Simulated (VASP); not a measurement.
# Ge: single point with r2SCAN

Crystal: Ge.

```
Ge
1.0
     3.99762    0.00000    0.00000
    -1.99881    3.46204    0.00000
     0.00000    0.00000    6.59282
Ge
4
Direct
  0.33333 0.66667 0.00037
  0.66667 0.33333 0.50037
  0.33333 0.66667 0.37463
  0.66667 0.33333 0.87463
```

This isn't the form of Ge at room conditions, which is diamond.

```json
{"Program": "VASP 6.6.1", "Task": "single point", "Functional": "r2SCAN", "Potentials or basis": "VASP PAW PBE potentials, release 64 (Ge_d)", "Cutoff": "520 eV", "k mesh": "12 × 12 × 4", "Occupations": "fermi-dirac, width 0.02 eV", "Spin": "no spin polarisation"}
```

```json
{
  "Pressure": "0.1 GPa",
  "Largest force": "0.004 eV/Å",
  "Band gap on the k mesh": "0.06 eV"
}
```

Forces on the atoms (eV/Å):
```
Ge   0.000  0.000  0.004
Ge   0.000  0.000  0.004
Ge   0.000  0.000 -0.004
Ge   0.000  0.000 -0.004
```

Stress tensor (GPa, compression positive):
```
0.02 0.00 0.00
0.00 0.02 0.00
0.00 0.00 0.23
```

Levels at points of the mesh, in eV from the valence-band top:
| k point | band 24 | band 25 | band 26 | band 27 | band 28 | band 29 | band 30 | band 31 | band 32 | band 33 |
| --- | --- | --- | --- | --- | --- | --- | --- | --- | --- | --- |
| (0.00, 0.00, 0.00) | -1.69 | -1.69 | -0.29 | 0.00 | 0.00 | 0.06 | 0.26 | 2.29 | 2.29 | 2.81 |
| (0.50, 0.00, 0.00) | -7.09 | -4.87 | -3.34 | -3.02 | -1.65 | 0.62 | 1.83 | 3.72 | 3.84 | 4.49 |
| (0.00, 0.00, 0.50) | -5.05 | -1.03 | -1.03 | -1.03 | -1.03 | 0.84 | 0.84 | 3.46 | 3.46 | 3.46 |
| (0.50, 0.00, 0.50) | -8.27 | -2.77 | -2.77 | -2.66 | -2.66 | 0.63 | 0.63 | 2.27 | 2.27 | 6.36 |

Wall time 9.9 min on 1 thread of Intel(R) Xeon(R) Platinum 8259CL CPU @ 2.50GHz (Skylake/Cascade Lake), on a shared host, peak memory 0.29 GiB.

Caveat: the PAW data sets were made with another functional, which shifts forces and pressure a little. A k mesh can miss the band edges.
